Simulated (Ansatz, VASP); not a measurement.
ZnS: VASP beside Ansatz

```xyz
4
Lattice="3.8110 0.0000 0.0000 -1.9055 3.3004 0.0000 0.0000 0.0000 6.2963" Properties=species:S:1:pos:R:3 pbc="T T T"
Zn    0.0000    2.2003    0.0000
Zn    1.9055    1.1001    3.1482
S     0.0000    2.2003    2.4241
S     1.9055    1.1001    5.5723
```

Change from the starting cell: zz strain of +1 %.

Alike in both runs: task single point; functional PBE; k mesh 8 × 8 × 5; occupations fermi-dirac, width 0.03 eV; no spin polarisation.

|  | VASP | Ansatz |
| --- | --- | --- |
| version | VASP 6.6.1 | Ansatz 0.2.0 |
| potentials or method | VASP PAW PBE potentials, release 64 (Zn, S), cutoff 520 eV | all-electron LAPW, scalar-relativistic |

```csv
,VASP,Ansatz,Ansatz less VASP
gap on the k mesh at the Fermi level (eV),2.20,2.20,-0.001
pressure (GPa),1.8,1.7,-0.14
"traceless stress, the component that is largest in VASP (GPa)",-2.10,-2.06,+0.033
rms of the force components (eV/Å),0.206,0.203,-0.0025
```

Atom by atom the forces differ by 0.003 eV/Å (rms over components). Ansatz ran all-electron here, and VASP with PAW potentials.
